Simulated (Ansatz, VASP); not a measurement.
MgO: VASP beside Ansatz

```xyz
4
Lattice="2.9874 0.0000 0.0000 -1.4937 2.5871 0.0000 0.0000 0.0000 5.2078" Properties=species:S:1:pos:R:3 pbc="T T T"
Mg    0.0000    0.0000    0.0000
Mg    0.0000    0.0000    2.6039
O     0.0000    1.7248    1.3019
O     1.4937    0.8624    3.9058
```

Alike in both runs: task single point; functional PBE; k mesh 9 × 9 × 4; no spin polarisation.

|  | VASP | Ansatz |
| --- | --- | --- |
| version | VASP 6.6.1 | Ansatz 0.2.0 |
| potentials or method | VASP PAW PBE potentials, release 64 (Mg, O) | plane waves, PAW |
| plane-wave cutoff (eV) | 520 | 420 |
| occupations | gaussian, width 0.01 eV | fixed |
| valence electrons in the cell | 16 | 32 |

```tsv
	VASP	Ansatz	Ansatz less VASP
gap on the k mesh at the Fermi level (eV)	3.85	3.87	+0.018
pressure (GPa)	-4.7	-4.0	+0.69
traceless stress, the component that is largest in VASP (GPa)	-0.29	-0.26	+0.031
```

VASP's potentials hold 16 valence electrons a cell and Ansatz's 32, so a difference there can come from the potentials and not from the codes.
